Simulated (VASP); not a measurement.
# AlGa3N4 (Cm) in VASP: single point with PBEsol

Aim: the single point of AlGa3N4 with PBEsol.

Everything below comes from runs of VASP 6.6.1. Logs are shortened: lines on timing, memory, paths and dates and some standing lists are left out, and cuts for length are marked.

## (1) The cell of the first run

It takes space group Cm (No. 8, monoclinic). The conventional cell has a = 6.318 Å, b = 6.318 Å, c = 9.315 Å, α = 90.00°, β = 106.42°, γ = 90.00°. Within 2.5 Å of Al (site symmetry m) lie 4 N at 1.90 Å. Al (site symmetry m) has 4 N at 1.90 Å within 2.5 Å. Within 2.1 Å of Ga (site symmetry 1) lie 3 N at 1.55 to 1.95 Å. Within 2.6 Å of Ga (site symmetry 1) lie 4 N at 1.95 Å. Within 2.6 Å of Ga (site symmetry m) lie 4 N at 1.95 Å. Ga (site symmetry m) has 4 N at 1.95 Å within 2.6 Å. N (site symmetry m) has 1 Al at 1.90 Å and 3 Ga at 1.95 Å within 2.5 Å. Within 2.5 Å of N (site symmetry m) lie 1 Al at 1.90 Å and 3 Ga at 1.95 Å.

## (2) Single point, PBEsol (the part above a cut slid along it)

INCAR reads:

```
ALGO = Normal ; EDIFF = 1E-6
ENCUT = 520 ; GGA = PS
ISIF = 2 ; ISMEAR = 0
LASPH = True ; LCHARG = False
LREAL = Auto ; LWAVE = False
NBANDS = 76 ; NELM = 100
PREC = Accurate ; SIGMA = 0.05
```

KPOINTS reads:

```
k-points
0
Gamma
  6 6 3
```

POSCAR reads:

```
AlGa3N4
1.0
    0.0000000000     -4.4676279353      0.0000000000
    0.0000000000      0.0000000000     -4.4676279353
    8.9352558707     -1.8616605606      1.8616605606
Al Ga N
2 6 8
Direct
    0.6609103750      1.3390896250      0.8137500000
    0.8692603750      1.1307396250      0.3137500000
    0.4734353750      1.0265646250      0.0637500000
    0.2650853750      1.2349146250      0.5637500000
    0.9734353750      0.5265646250      0.0637500000
    0.7650853750      0.7349146250      0.5637500000
    0.1609103750      0.8390896250      0.8137500000
    0.3692603750      0.6307396250      0.3137500000
    0.1652687623      0.8347312377      0.1912654602
   -0.0430812377      1.0430812377      0.6912654602
    0.6753306031      0.3246693969      0.1912654602
    0.4669806031      0.5330193969      0.6912654602
   -0.1451598531      0.6350980123      0.9362345398
    0.0631901469      0.4267480123      0.4362345398
    0.3649019877      1.1451598531      0.9362345398
    0.5732519877      0.9368098531      0.4362345398
```

Potentials or basis: VASP PAW PBE potentials, release 64 (Al, Ga_d, N).

Run with:

```bash
$ cat potpaw_PBE.64/Al/POTCAR potpaw_PBE.64/Ga_d/POTCAR potpaw_PBE.64/N/POTCAR > POTCAR
$ mpirun -np 1 vasp_std > vasp.out
```

OUTCAR:

```text
EDIFF = 1E-6
   ENCUT = 520
   GGA = PS
   ISIF = 2
   ISMEAR = 0
   LASPH = True
   LREAL = Auto
   NELM = 100
   PREC = Accurate

 ion  position               nearest neighbor table
   1  0.661  0.339  0.814-  10 1.90  13 1.90  15 1.90  12 1.90   3 2.93   5 2.93
   2  0.869  0.131  0.314-   9 1.90  14 1.90  16 1.90  11 1.90
   3  0.473  0.027  0.064-  15 1.55  11 1.95   9 1.95   1 2.93
   4  0.265  0.235  0.564-  14 1.95  12 1.95  10 1.95  16 1.95
   5  0.973  0.527  0.064-  13 1.55  11 1.95   9 1.95   1 2.93
   6  0.765  0.735  0.564-  16 1.95  12 1.95  10 1.95  14 1.95
   7  0.161  0.839  0.814-  12 1.95  13 1.95  15 1.95  10 1.95
   8  0.369  0.631  0.314-  11 1.95  14 1.95  16 1.95   9 1.95
   9  0.165  0.835  0.191-   2 1.90   3 1.95   5 1.95   8 1.95
  10  0.957  0.043  0.691-   1 1.90   4 1.95   6 1.95   7 1.95
  11  0.675  0.325  0.191-   2 1.90   8 1.95   5 1.95   3 1.95
  12  0.467  0.533  0.691-   1 1.90   7 1.95   6 1.95   4 1.95
  13  0.855  0.635  0.936-   5 1.55   1 1.90   7 1.95
  14  0.063  0.427  0.436-   2 1.90   4 1.95   8 1.95   6 1.95
  15  0.365  0.145  0.936-   3 1.55   1 1.90   7 1.95
  16  0.573  0.937  0.436-   2 1.90   6 1.95   8 1.95   4 1.95

  LATTYP: Found a base centered monoclinic cell.
 ALAT       =     6.3181800177
 B/A-ratio  =     1.0000000000
 C/A-ratio  =     1.4743265887
 COS(beta)  =    -0.2826375127

  Lattice vectors:

 A1 = (   0.0000000000,   0.0000000000,  -4.4676279353)
 A2 = (   0.0000000000,   4.4676279353,   0.0000000000)
 A3 = (   8.9352558707,  -1.8616605606,   1.8616605606)

Analysis of symmetry for initial positions (statically):
=====================================================================
 Subroutine PRICEL returns:
 Original cell was already a primitive cell.

 Routine SETGRP: Setting up the symmetry group for a
 base centered monoclinic supercell.

 Subroutine GETGRP returns: Found  2 space group operations
 (whereof  2 operations were pure point group operations)
 out of a pool of  4 trial point group operations.

The static configuration has the point symmetry C_1h.

Analysis of symmetry for dynamics (positions and initial velocities):
=====================================================================
 Subroutine PRICEL returns:
 Original cell was already a primitive cell.

 Routine SETGRP: Setting up the symmetry group for a
 base centered monoclinic supercell.

 Subroutine GETGRP returns: Found  2 space group operations
 (whereof  2 operations were pure point group operations)
 out of a pool of  4 trial point group operations.

The dynamic configuration has the point symmetry C_1h.

 Subroutine INISYM returns: Found  2 space group operations
 (whereof  2 operations are pure point group operations),
 and found     1 'primitive' translations

----------------------------------------------------------------------------------------

                                     Primitive cell

  volume of cell :     178.3450

  direct lattice vectors                    reciprocal lattice vectors
     0.000000000 -4.467627935  0.000000000    -0.046635486 -0.223832426  0.000000000
     0.000000000  0.000000000 -4.467627935     0.046635486  0.000000000 -0.223832426
     8.935255871 -1.861660561  1.861660561     0.111916213  0.000000000  0.000000000

  length of vectors
     4.467627935  4.467627935  9.315060792     0.228639068  0.228639068  0.111916213

  position of ions in fractional coordinates (direct lattice)
     0.660910375  0.339089625  0.813750000
     0.869260375  0.130739625  0.313750000
     0.473435375  0.026564625  0.063750000
     0.265085375  0.234914625  0.563750000
     0.973435375  0.526564625  0.063750000
     0.765085375  0.734914625  0.563750000
[... 8 lines left out ...]
     0.364901988  0.145159853  0.936234540
     0.573251988  0.936809853  0.436234540

  ion indices of the primitive-cell ions
   primitive index   ion index
                 1           1
                 2           2
                 3           3
                 4           4
                 5           5
                 6           6
[... 8 lines left out ...]
                15          15
                16          16

----------------------------------------------------------------------------------------

 KPOINTS: k-points

Automatic generation of k-mesh.
 Grid dimensions read from file:
 generate k-points for:    6    6    3

 Generating k-lattice:

  Cartesian coordinates                     Fractional coordinates (reciprocal lattice)
    -0.007772581 -0.037305404  0.000000000     0.166666667  0.000000000  0.000000000
     0.007772581  0.000000000 -0.037305404     0.000000000  0.166666667 -0.000000000
     0.037305404  0.000000000  0.000000000     0.000000000  0.000000000  0.333333333

  Length of vectors
     0.038106511  0.038106511  0.037305404

  Shift w.r.t. Gamma in fractional coordinates (k-lattice)
     0.000000000  0.000000000  0.000000000

 Subroutine IBZKPT returns following result:
 ===========================================

 Found     34 irreducible k-points:

 Following reciprocal coordinates:
            Coordinates               Weight
  0.000000  0.000000  0.000000      1.000000
  0.166667  0.000000 -0.000000      4.000000
  0.333333  0.000000 -0.000000      4.000000
  0.500000  0.000000 -0.000000      2.000000
  0.166667  0.166667  0.000000      2.000000
  0.333333  0.166667 -0.000000      4.000000
[... 16 lines left out ...]
 -0.333333  0.166667  0.333333      4.000000
 -0.166667  0.166667  0.333333      2.000000
 [... further k-points ...]
   k-points           NKPTS =     34   k-points in BZ     NKDIM =     34   number of bands    NBANDS=     76
   number of dos      NEDOS =    301   number of ions     NIONS =     16
   total plane-waves  NPLWV =  90720
   dimension x,y,z NGX =    36 NGY =   36 NGZ =   70
   dimension x,y,z NGXF=    72 NGYF=   72 NGZF=  140
   ions per type =               2   6   8
   NGX,Y,Z   is equivalent  to a cutoff of  13.40, 13.40, 12.49 a.u.
   NGXF,Y,Z  is equivalent  to a cutoff of  26.79, 26.79, 24.99 a.u.
 SYSTEM =  unknown system
   PREC   = accura    normal or accurate (medium, high low for compatibility)
   ISTART =      0    job   : 0-new  1-cont  2-samecut
   ICHARG =      2    charge: 1-file 2-atom 10-const
   ISPIN  =      1    spin polarized calculation?
   LNONCOLLINEAR =      F non collinear calculations
   LSORBIT =      F    spin-orbit coupling
   LASPH  =      T    aspherical Exc in radial PAW
   ENCUT  =  520.0 eV  38.22 Ry    6.18 a.u.   8.31  8.31 17.32*2*pi/ulx,y,z
   NELM   =    100;   NELMIN=  2; NELMDL= -5     # of ELM steps
   EDIFF  = 0.1E-05   stopping-criterion for ELM
   LREAL  =      T    real-space projection
   EDIFFG = 0.1E-04   stopping-criterion for IOM
   NSW    =      0    number of steps for IOM
   IBRION =     -1    ionic relax: 0-MD 1-quasi-New 2-CG
   NFREE  =      0    steps in history (QN), initial steepest desc. (CG)
   ISIF   =      2    stress and relaxation
   ISYM   =      2    0-nonsym 1-usesym 2-fastsym
   POTIM  = 0.5000    time-step for ionic-motion
   TEBEG  =    0.0;   TEEND  =   0.0 temperature during run
   PSTRESS=    0.0 pullay stress
   NELECT =     124.0000    total number of electrons
   NUPDOWN=      -1.0000    fix difference up-down
   EMIN   =  10.00;   EMAX   =-10.00  energy-range for DOS
   EFERMI =   0.00;   METHOD = LEGACY
   ISMEAR =     0;   SIGMA  =   0.05  broadening in eV -4-tet -1-fermi 0-gaus
   EFERMI_NEDOS =   21; number of points for ismear=-14 and -15
   IALGO  =     38    algorithm
   IMIX   =      4    mixing-type and parameters
     AMIX     =   0.40;   BMIX     =  1.00
     AMIX_MAG =   1.60;   BMIX_MAG =  1.00
  volume/ion in A,a.u.               =      11.15        75.22
  Fermi-wavevector in a.u.,A,eV,Ry     =   1.450313  2.740694 28.618599  2.103408
  Thomas-Fermi vector in A             =   2.567939
   LORBIT       =      0    0 simple, 1 ext, 2 COOP (PROOUT), +10 PAW based schemes
   GGA     = PS    functional components
   LHFCALC =     F    Hartree Fock is set to
   AEXX    =    0.0000 exact exchange contribution
   IVDW    =     0    specifies the selected vdW correction
   LEPSILON=     F    determine dielectric tensor
   LRPA    =     F    only Hartree local field effects (RPA)
 non-spin polarized calculation
 Gauss-broadening in eV      SIGMA  =   0.05
  energy-cutoff  :      520.00
  volume of cell :      178.35
 maximum number of plane-waves:      4841
 NGX is ok and might be reduce to    36
   NGX = 17   NGY = 17   NGZ = 35

 number of electron     124.0000031 magnetization

 Free energy of the ion-electron system (eV)
  ---------------------------------------------------
  ext. energy  EPLUGINS =         0.00000000
  ---------------------------------------------------
  free energy    TOTEN  =      -105.89598546 eV

  energy without entropy =     -105.89598546  energy(sigma->0) =     -105.89598546

 E-fermi :   5.6439     XC(G=0): -11.7165

 val. band max:        5.3572401792   @ k =   0.0000   0.0000   0.0000
 cond. band min:       7.5363734324   @ k =   0.0000   0.0000   0.0000
 fundamental gap:      2.1791332532
 Fermi energy:         5.6439016999

 k-point     1 :       0.0000    0.0000    0.0000
  band No.  band energies     occupation
      1     -10.9740      2.00000
      2     -10.3511      2.00000
      3     -10.0250      2.00000
      4      -9.5864      2.00000
      5      -9.2030      2.00000
      6      -9.1657      2.00000
[... 66 lines left out ...]
     73      12.7515      0.00000
     74      12.8927      0.00000

 k-point     2 :       0.1667    0.0000   -0.0000
  band No.  band energies     occupation
      1     -10.9074      2.00000
      2     -10.3739      2.00000
      3      -9.9587      2.00000
      4      -9.5400      2.00000
      5      -9.1980      2.00000
      6      -9.1841      2.00000
[... 1686 lines left out ...]
 k-point    24 :      -0.1667    0.1667    0.3333
  band No.  band energies     occupation
      1     -10.8399      2.00000
      2     -10.3805      2.00000
      3      -9.9588      2.00000
      4      -9.4736      2.00000
      5      -9.2181      2.00000
      6      -9.1859      2.00000
[... 66 lines left out ...]
     73      12.7098      0.00000
     74      13.3198      0.00000

 [... further k-points ...]

 [bands above 74 left out]

------------------------ aborting loop because EDIFF is reached ----------------------------------------

  FORCE on cell =-STRESS in cart. coord.  units (eV):
  Direction    XX          YY          ZZ          XY          YZ          ZX
  --------------------------------------------------------------------------------------
  -------------------------------------------------------------------------------------
  Total       21.0905280      7.0191875      7.0191875    -16.3592888     -7.6450318     16.3592858
  in kB      189.4685124     63.0574550     63.0574550   -146.9650313    -68.6797787    146.9650044
  external PRESSURE =     105.1944741 kB  Pullay stress =       0.0000000 kB

 VOLUME and BASIS-vectors are now :
 -----------------------------------------------------------------------------
  energy-cutoff  :      520.00
  volume of cell :      178.35
      direct lattice vectors                 reciprocal lattice vectors
     0.000000000 -4.467627935  0.000000000    -0.046635486 -0.223832426  0.000000000
     0.000000000  0.000000000 -4.467627935     0.046635486  0.000000000 -0.223832426
     8.935255871 -1.861660561  1.861660561     0.111916213  0.000000000  0.000000000

 POSITION                                       TOTAL-FORCE (eV/Angst)
 -----------------------------------------------------------------------------------
      7.27106     -4.46763     -0.00000        -0.099711      0.270250     -0.270250
      2.80344     -4.46763     -0.00000         0.086249      0.064618     -0.064618
      0.56962     -2.23381     -0.00000         8.542660     -5.663049      5.972277
      5.03725     -2.23381     -0.00000         0.022802      0.008968     -0.006214
      0.56962     -4.46763     -2.23381         8.542660     -5.972277      5.663049
      5.03725     -4.46763     -2.23381         0.022802      0.006214     -0.008968
[... 8 lines left out ...]
      8.36550     -3.37320      1.09443        -8.677433      5.839232     -6.323620
      3.89787     -3.37320     -3.37320        -0.029299     -0.036873      0.058369
 -----------------------------------------------------------------------------------
    total drift:                               -0.001016     -0.003692      0.003693

  FREE ENERGIE OF THE ION-ELECTRON SYSTEM (eV)
  ---------------------------------------------------
  free  energy   TOTEN  =      -105.8959854631 eV

  energy  without entropy=     -105.8959854631  energy(sigma->0) =     -105.89598546
```

It took 15 min on 1 thread of Intel Xeon Platinum 8375C at 2.90GHz (Ice Lake), shared host; peak memory 0.46 GiB.

What came out:

- Free energy: -105.8960 eV
- Pressure: 10.5 GPa
- Largest force: 12.222 eV/Å
- Band gap on the k mesh: 2.18 eV

Forces in eV/Å, atoms in the order of the input:
```
Al  -0.100  0.270 -0.270
Al   0.086  0.065 -0.065
Ga   8.543 -5.663  5.972
Ga   0.023  0.009 -0.006
Ga   8.543 -5.972  5.663
Ga   0.023  0.006 -0.009
Ga  -0.161  0.275 -0.275
Ga   0.105  0.075 -0.075
N    0.182 -0.492  0.492
N   -0.030 -0.026  0.026
N    0.247 -0.619  0.619
N   -0.047  0.004 -0.004
N   -8.677  6.324 -5.839
N   -0.029 -0.058  0.037
N   -8.677  5.839 -6.324
N   -0.029 -0.037  0.058
```

Stress tensor (GPa, compression positive):
```
 18.95 -14.70  14.70
-14.70   6.31  -6.87
 14.70  -6.87   6.31
```

Caveat: the cell differs from its parent crystal (the part above a cut slid along it); the stress differs along the axes, from 6 to 19 GPa; the PAW data sets were made with another functional, which shifts forces and pressure a little.
